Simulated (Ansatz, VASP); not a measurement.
# One calculation of BaTiO3, two programs

```
Ba Ti O
1.0
     4.15386    0.00000    0.00000
     0.00000    4.15386    0.00000
     0.00000    0.00000    3.89326
Ba Ti O
1 1 3
Cartesian
  0.0000 0.0000 0.0000
  2.0769 2.0769 1.9466
  2.0769 2.0769 0.0000
  2.0769 0.0000 1.9466
  0.0000 2.0769 1.9466
```

Change from the starting cell: epitaxial_xy strain +4.0%.

Alike in both runs: task single point; functional r2SCAN; k mesh 6 × 6 × 6; non-collinear spin, spin-orbit coupling.

```csv
,VASP,Ansatz
version,VASP 6.6.1,Ansatz 0.2.0
potentials or method,"VASP PAW PBE potentials, release 64 (Ba_sv, Ti_sv, O)","plane waves, PAW"
plane-wave cutoff (eV),520,500
occupations,"gaussian, width 0.01 eV",fixed
valence electrons in the cell,40,40
```

|  | VASP | Ansatz | Ansatz less VASP |
| --- | --- | --- | --- |
| pressure (GPa) | -5.9 | -7.6 | -1.67 |
| traceless stress, the component that is largest in VASP (GPa) | 7.81 | 7.54 | -0.265 |

VASP's potentials were made for PBE, not for r2SCAN.
